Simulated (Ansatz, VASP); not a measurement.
Two plane-wave programs on Sb

```
Sb
1.0
     2.15420    1.24373    3.75800
    -2.15420    1.24373    3.75800
     0.00000   -2.48746    3.75800
Sb
2
Direct
  0.76651 0.76651 0.76651
  0.23349 0.23349 0.23349
```

Alike in both runs: task single point; functional PBEsol; k mesh 8 × 8 × 8; occupations gaussian, width 0.1 eV; no spin polarisation.

|  | VASP | Ansatz |
| --- | --- | --- |
| version | VASP 6.6.1 | Ansatz 0.2.0 |
| potentials or method | VASP PAW PBE potentials, release 64 (Sb) | Ansatz PAW |
| plane-wave cutoff (eV) | 520 | 420 |
| valence electrons in the cell | 10 | 30 |

|  | VASP | Ansatz | Ansatz less VASP |
| --- | --- | --- | --- |
| gap on the k mesh at the Fermi level (eV) | none | none | - |
| pressure (GPa) | 0.2 | 0.0 | -0.19 |
| traceless stress, the component that is largest in VASP (GPa) | -0.44 | -0.38 | +0.062 |
| rms of the force components (eV/Å) | 0.088 | 0.058 | -0.0307 |

VASP's potentials were made for PBE, not for PBEsol. Atom by atom the forces differ by 0.031 eV/Å (rms over components). A gap of «none» marks a metal or a gap that the smearing closes. The functional is the same, so the differences come from potentials, cutoffs and numerics. VASP's potentials hold 10 valence electrons a cell and Ansatz's 30, so a difference there can come from the potentials and not from the codes.

Neither program's run includes spin-orbit coupling.
